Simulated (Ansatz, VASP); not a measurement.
## NiO in VASP and in Ansatz

```
Ni O
1.0
     0.00000    2.32473    2.32473
     2.32473    0.00000    2.32473
     2.32473    2.32473    0.00000
Ni O
1 1
Direct
  0.00000 0.00000 0.00000
  0.25000 0.25000 0.25000
```

Alike in both runs: task single point; functional PBE; k mesh 10 × 10 × 10; occupations gaussian, width 0.05 eV; no spin polarisation; Hubbard terms Ni d U = 6.2 eV.

|  | VASP | Ansatz |
| --- | --- | --- |
| version | VASP 6.6.1 | Ansatz 0.2.0 |
| potentials or method | VASP PAW PBE potentials, release 64 (Ni_sv_GW, O), cutoff 700 eV | scalar-relativistic, plane waves, PAW |
| valence electrons in the cell | 24 | 24 |

|  | VASP | Ansatz | Ansatz less VASP |
| --- | --- | --- | --- |
| gap on the k mesh at the Fermi level (eV) | none | none | - |
| pressure (GPa) | -17.2 | -15.2 | +2.04 |

The programs project onto different local orbitals, so the same U acts differently, and such runs can settle in different states. A gap of «none» marks a metal or a gap that the smearing closes. Ansatz's warnings: filled band counts differ across k points.
